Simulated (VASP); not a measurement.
# Be3Se4 (P-43m) in VASP: a series of runs, part 2 of 2

VASP 6.6.1. Earlier steps stand in the parts before.

### Step 3. Relaxation of cell and atoms, PBE (atoms taken out)

INCAR

```
PREC = Accurate ; ENCUT = 600
EDIFF = 1E-6 ; ISMEAR = 0
SIGMA = 0.2 ; LREAL = F
LASPH = T ; NELM = 60
ALGO = Normal ; ISIF = 3
LWAVE = F ; LCHARG = F
GGA = PE ; IBRION = 2
NSW = 36 ; EDIFFG = -0.08
```

KPOINTS

```
regular mesh
0
Gamma
  3 3 3
```

POSCAR

```
Be3Se4
1.0
    5.0400000000      0.0000000000      0.0000000000
    0.0000000000      5.0400000000      0.0000000000
    0.0000000000      0.0000000000      5.0400000000
Be Se
3 4
Direct
    0.5000000000      0.0000000000      0.5000000000
    0.0000000000      0.5000000000      0.5000000000
    0.5000000000      0.5000000000      0.0000000000
    0.7400000000      0.7400000000      0.2600000000
    0.2600000000      0.2600000000      0.2600000000
    0.7400000000      0.2600000000      0.7400000000
    0.2600000000      0.7400000000      0.7400000000
```

Potentials or basis: VASP PAW PBE potentials, release 64 (Be, Se).

On the command line:

```console
$ cat potpaw_PBE.64/Be/POTCAR potpaw_PBE.64/Se/POTCAR > POTCAR
$ mpirun -np 1 vasp_std > vasp.out
```

OUTCAR:

```text
PREC = Accurate
   ENCUT = 600
   EDIFF = 1E-6
   ISMEAR = 0
   LREAL = F
   LASPH = T
   NELM = 60
   ISIF = 3
   GGA = PE
   IBRION = 2
   NSW = 36
   EDIFFG = -0.08

 ion  position               nearest neighbor table
   1  0.500  0.000  0.500-   4 2.15   5 2.15   6 2.15   7 2.15
   2  0.000  0.500  0.500-   4 2.15   5 2.15   6 2.15   7 2.15
   3  0.500  0.500  0.000-   4 2.15   5 2.15   6 2.15   7 2.15
   4  0.740  0.740  0.260-   1 2.15   2 2.15   3 2.15
   5  0.260  0.260  0.260-   1 2.15   2 2.15   3 2.15
   6  0.740  0.260  0.740-   1 2.15   2 2.15   3 2.15
   7  0.260  0.740  0.740-   1 2.15   2 2.15   3 2.15

  LATTYP: Found a simple cubic cell.
 ALAT       =     5.0400000000
[... 176 lines left out ...]
  Direction    XX          YY          ZZ          XY          YZ          ZX
  --------------------------------------------------------------------------------------
  -------------------------------------------------------------------------------------
  Total        4.3245246      4.3245246      4.3245246     -0.0000000      0.0000000     -0.0000000
  in kB       54.1199442     54.1199442     54.1199442     -0.0000000      0.0000000     -0.0000000
  external PRESSURE =      54.1199442 kB  Pullay stress =       0.0000000 kB
[... 151 lines left out ...]
--------------------------------------- Ionic step        5  -------------------------------------------

 number of electron      30.0000006 magnetization

 Free energy of the ion-electron system (eV)
  ---------------------------------------------------
  ext. energy  EPLUGINS =         0.00000000
  ---------------------------------------------------
  free energy    TOTEN  =       -28.57815033 eV

  energy without entropy =      -28.48148525  energy(sigma->0) =      -28.52981779

 E-fermi :   2.6525     XC(G=0):  -9.2145

 val. band max:        2.4876170988   @ k =   0.3333   0.0000   0.0000
 cond. band min:       2.7240949228   @ k =   0.3333   0.3333   0.3333
 fundamental gap:      0.2364778241
 Fermi energy:         2.6524579305

 k-point     1 :       0.0000    0.0000    0.0000
  band No.  band energies     occupation
      1     -10.9594      2.00000
      2      -9.1825      2.00000
      3      -9.1825      2.00000
      4      -9.1825      2.00000
      5      -2.3770      2.00000
      6      -2.3770      2.00000
[... 111 lines left out ...]
  FREE ENERGIE OF THE ION-ELECTRON SYSTEM (eV)
  ---------------------------------------------------
  free  energy   TOTEN  =       -28.5781503256 eV

  energy  without entropy=      -28.4814852511  energy(sigma->0) =      -28.52981779

 reached required accuracy - stopping structural energy minimisation
```

CONTCAR:

```text
Be3Se4
   1.00000000000000
     5.1195030752739834   -0.0000000000000000   -0.0000000000000000
    -0.0000000000000000    5.1195030752739834   -0.0000000000000000
    -0.0000000000000000    0.0000000000000000    5.1195030752739834
  Be              Se
     3     4
Direct
     0.5000000000000000    0.0000000000000000    0.5000000000000000
     0.0000000000000000    0.5000000000000000    0.5000000000000000
     0.5000000000000000    0.5000000000000000    0.0000000000000000
     0.7492323295012009    0.7492323295012009    0.2507676704987991
     0.2507676704987991    0.2507676704987991    0.2507676704987991
     0.7492323295012009    0.2507676704987991    0.7492323295012009
     0.2507676704987991    0.7492323295012009    0.7492323295012009

  0.00000000E+00  0.00000000E+00  0.00000000E+00
  0.00000000E+00  0.00000000E+00  0.00000000E+00
  0.00000000E+00  0.00000000E+00  0.00000000E+00
  0.00000000E+00  0.00000000E+00  0.00000000E+00
  0.00000000E+00  0.00000000E+00  0.00000000E+00
  0.00000000E+00  0.00000000E+00  0.00000000E+00
  0.00000000E+00  0.00000000E+00  0.00000000E+00
```

Wall time 66 s (1 thread of Intel Xeon Platinum 8488C (Sapphire Rapids), shared host); peak memory 0.23 GiB.

Results:

```
Free energy                           : -28.5782 eV
Relaxed volume                        : 19.17 Å³/atom
Relaxed cell                          : a = 5.120 Å, b = 5.120 Å, c = 5.120 Å, α = 90.00°, β = 90.00°, γ = 90.00°
Space group after relaxing (to 0.1 Å) : P-43m (No. 215)
Energy gained by relaxing             : 34.7 meV/atom
Ionic steps                           : 5
Pressure after relaxing               : 0.0 GPa
Largest force after relaxing          : 0.045 eV/Å
Band gap on the k mesh                : zero (bands 15 and 16 overlap by 0.70 eV)
```

Forces in eV/Å, atoms in the order of the input:
```
Be   0.000  0.000  0.000
Be   0.000  0.000  0.000
Be   0.000  0.000  0.000
Se   0.026  0.026 -0.026
Se  -0.026 -0.026 -0.026
Se   0.026 -0.026  0.026
Se  -0.026  0.026  0.026
```

The path:
```
step  energy change (eV)  largest force (eV/Å)  pressure (GPa)  volume (Å³)
   1              0.0000                0.8703            5.41       128.02
   2             -0.2020                0.1074           -1.56       139.82
   3             -0.2111                0.2290           -0.51       137.63
   4             -0.2233                0.1835           -0.39       136.77
   5             -0.2426                0.0447            0.00       134.18
```

Final structure:
```
Be Se
1.0
     5.11950    0.00000    0.00000
     0.00000    5.11950    0.00000
     0.00000    0.00000    5.11950
Be Se
3 4
Direct
  0.50000 0.00000 0.50000
  0.00000 0.50000 0.50000
  0.50000 0.50000 0.00000
  0.74923 0.74923 0.25077
  0.25077 0.25077 0.25077
  0.74923 0.25077 0.74923
  0.25077 0.74923 0.74923
```

Caveat: the k points lie up to 0.41 Å⁻¹ apart in the final cell, too coarse for converged energies and pressures of a metal; the cell differs from its parent crystal (atoms taken out); semilocal functionals underestimate gaps, so a narrow gap can read as zero; the relaxation stopped at a loose force limit of 0.08 eV/Å, so its end isn't a converged minimum.

### Step 4. Single point, PBE (atoms taken out)

INCAR

```
SYSTEM = Be3Se4
PREC = Accurate ; ENCUT = 520
EDIFF = 1E-7 ; ISMEAR = 0
SIGMA = 0.1 ; LREAL = .FALSE.
LASPH = .TRUE. ; NELM = 100
ALGO = Normal ; ISIF = 2
LWAVE = .FALSE. ; LCHARG = .FALSE.
GGA = PE ; NBANDS = 24
```

KPOINTS

```
Automatic mesh
0
G
  6 6 6
  0 0 0
```

POSCAR

```
Be3Se4
1.0
    5.1141682728      0.0000000000      0.0000000000
    0.0000000000      5.1141682728      0.0000000000
    0.0000000000      0.0000000000      5.1141682728
Be Se
3 4
Direct
    0.5000000000      0.0000000000      0.5000000000
    0.0000000000      0.5000000000      0.5000000000
    0.5000000000      0.5000000000      0.0000000000
    0.7502037531      0.7502037531      0.2497962469
    0.2497962469      0.2497962469      0.2497962469
    0.7502037531      0.2497962469      0.7502037531
    0.2497962469      0.7502037531      0.7502037531
```

On the command line:

```console
$ cat potpaw_PBE.64/Be/POTCAR potpaw_PBE.64/Se/POTCAR > POTCAR
$ mpirun -np 1 vasp_std > vasp.out
```

Run time: 64 s. Hardware: 1 thread of Intel Xeon Platinum 8488C (Sapphire Rapids), shared host; peak memory 0.26 GiB.

It converged, with:

```yaml
Free_energy: -28.4476 eV
Pressure: 0.1 GPa
Band_gap_on_the_k_mesh: zero (bands 15 and 16 overlap by 1.00 eV)
```

Levels at points of the mesh, in eV from the Fermi level:
| k point | band 12 | band 13 | band 14 | band 15 | band 16 | band 17 |
| --- | --- | --- | --- | --- | --- | --- |
| (0.00, 0.00, 0.00) | -1.73 | -1.73 | 0.57 | 0.57 | 0.57 | 3.27 |
| (0.50, 0.00, 0.00) | -1.82 | -1.52 | -1.52 | -0.42 | -0.42 | 4.06 |
| (0.50, 0.50, 0.00) | -1.91 | -1.10 | -1.00 | 0.02 | 0.02 | 5.30 |
| (0.50, 0.50, 0.50) | -0.96 | -0.96 | 0.24 | 0.24 | 0.24 | 4.68 |

Caveat: the cell differs from its parent crystal (atoms taken out).

### Step 5. Relaxation of cell and atoms, PBE (atoms taken out)

INCAR

```
SYSTEM = Be3Se4
ALGO = Normal
EDIFF = 1E-6
EDIFFG = -0.01
ENCUT = 600
GGA = PE
IBRION = 2
ISIF = 3
ISMEAR = 0
LASPH = .TRUE.
LCHARG = .FALSE.
LREAL = .FALSE.
LWAVE = .FALSE.
NELM = 100
NSW = 100
PREC = Accurate
SIGMA = 0.1
```

KPOINTS

```
k-points
0
G
  6 6 6
  0 0 0
```

POSCAR

```
Be3Se4
1.0
    5.1204341086      0.0000000000      0.0000000000
    0.0000000000      5.1204341086      0.0000000000
    0.0000000000      0.0000000000      5.1204341086
Be Se
3 4
Direct
    0.5000000000      0.0000000000      0.5000000000
    0.0000000000      0.5000000000      0.5000000000
    0.5000000000      0.5000000000      0.0000000000
    0.7497066707      0.7497066707      0.2502933293
    0.2502933293      0.2502933293      0.2502933293
    0.7497066707      0.2502933293      0.7497066707
    0.2502933293      0.7497066707      0.7497066707
```

On the command line:

```console
$ cat potpaw_PBE.64/Be/POTCAR potpaw_PBE.64/Se/POTCAR > POTCAR
$ mpirun -np 1 vasp_std > vasp.out
```

Wall time 92 s (1 thread of Intel Xeon Platinum 8488C (Sapphire Rapids), shared host); peak memory 0.28 GiB.

The run converged. Its results:

```
Free energy                           : -28.4478 eV
Relaxed volume                        : 19.16 Å³/atom
Relaxed cell                          : a = 5.119 Å, b = 5.119 Å, c = 5.119 Å, α = 90.00°, β = 90.00°, γ = 90.00°
Space group after relaxing (to 0.1 Å) : P-43m (No. 215)
Energy gained by relaxing             : 0.0 meV/atom
Ionic steps                           : 3
Pressure after relaxing               : 0.0 GPa
Band gap on the k mesh                : zero (bands 15 and 16 overlap by 0.99 eV)
```

Final structure:
```yaml
crystal:
  lattice:
    - [5.11880, 0.00000, 0.00000]
    - [0.00000, 5.11880, 0.00000]
    - [0.00000, 0.00000, 5.11880]
  atoms:
    - { symbol: Be, position: [0.50000, 0.00000, 0.50000] }
    - { symbol: Be, position: [0.00000, 0.50000, 0.50000] }
    - { symbol: Be, position: [0.50000, 0.50000, 0.00000] }
    - { symbol: Se, position: [0.74999, 0.74999, 0.25001] }
    - { symbol: Se, position: [0.25001, 0.25001, 0.25001] }
    - { symbol: Se, position: [0.74999, 0.25001, 0.74999] }
    - { symbol: Se, position: [0.25001, 0.74999, 0.74999] }
```

Levels at points of the mesh, in eV from the Fermi level:
| k point | band 10 | band 11 | band 12 | band 13 | band 14 | band 15 | band 16 | band 17 | band 18 | band 19 |
| --- | --- | --- | --- | --- | --- | --- | --- | --- | --- | --- |
| (0.00, 0.00, 0.00) | -2.59 | -1.73 | -1.73 | -1.73 | 0.57 | 0.57 | 0.57 | 3.27 | 3.27 | 3.27 |
| (0.50, 0.00, 0.00) | -2.90 | -2.32 | -1.81 | -1.53 | -1.53 | -0.42 | -0.42 | 4.06 | 5.20 | 6.08 |
| (0.50, 0.50, 0.00) | -2.69 | -2.69 | -1.90 | -1.11 | -1.00 | 0.02 | 0.02 | 5.29 | 5.29 | 6.03 |
| (0.50, 0.50, 0.50) | -1.00 | -1.00 | -0.97 | -0.97 | 0.23 | 0.23 | 0.23 | 4.66 | 4.66 | 4.66 |

Caveat: the cell differs from its parent crystal (atoms taken out).

### Step 6. The runs side by side

```csv
task,cell,k mesh,cutoff (eV),smearing,gap on the mesh (eV),pressure (GPa),relaxed volume (Å³/atom),largest force (eV/Å)
single point,"a = 5.120 Å, 7 atoms, atomic positions A",3 × 3 × 3,520,gaussian 0.2 eV,none,-0.1,-,0.01
relaxation of cell and atoms,"relaxed from a = 5.040 Å, 7 atoms, atomic positions B",3 × 3 × 3,600,gaussian 0.2 eV,none,0.0,19.17,0.04
single point,"a = 5.114 Å, 7 atoms, atomic positions A",6 × 6 × 6,520,gaussian 0.1 eV,none,0.1,-,-
relaxation of cell and atoms,"relaxed from a = 5.120 Å, 7 atoms, atomic positions A",6 × 6 × 6,600,gaussian 0.1 eV,none,0.0,19.16,-
```

Alike in all rows: level PBE; potentials or basis VASP PAW PBE potentials, release 64 (Be, Se); no spin polarisation.

Caveats: some runs use coarse meshes; semilocal functionals underestimate gaps, so a narrow gap can read as zero (at least some runs); the relaxation stopped at a loose force limit of 0.08 eV/Å, so its end isn't a converged minimum (at least some runs).

Absolute energies hang on the potentials; compare differences alone.
